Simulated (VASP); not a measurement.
Set up this calculation in VASP 6.6.1, as the native input.

```
Task                   : single point
Functional             : LDA
Potentials or basis    : VASP PAW LDA potentials, release 64 (Cs_sv)
Cutoff                 : 520 eV
k mesh                 : 10 × 10 × 10
Occupations            : fermi-dirac, width 0.1 eV
Spin                   : no spin polarisation
Dipole correction      : no
Further INCAR settings : ALGO = Normal; EDIFF = 1e-06; NBANDS = 10
```

The structure of Cs lies in POSCAR:

```
Cs
1.0
    0.0000000000      3.4420991222      3.4420991222
    3.4420991222      0.0000000000      3.4420991222
    3.4420991222      3.4420991222      0.0000000000
Cs
1
Direct
    0.0000000000      0.0000000000      0.0000000000
```

This cell differs from its parent crystal: volume scaled by 0.85.

The input as run:

INCAR

```
PREC = Accurate
ENCUT = 520
EDIFF = 1E-6
ISMEAR = -1
SIGMA = 0.1
LREAL = False
LASPH = True
NELM = 80
ALGO = Normal
ISIF = 2
LWAVE = False
LCHARG = False
NBANDS = 10
```

KPOINTS

```
Automatic mesh
0
Gamma
  10 10 10
```

Potentials or basis: VASP PAW LDA potentials, release 64 (Cs_sv).

The run is started by

```bash
$ cat potpaw_LDA.64/Cs_sv/POTCAR > POTCAR
$ mpirun -np 1 vasp_std > vasp.out
```

Results of the run:

```yaml
Pressure: 0.5 GPa
```

Run time: 17 s on 1 thread of AMD EPYC 7R13 Processor (Zen 3) (shared host), peak memory 0.15 GiB.
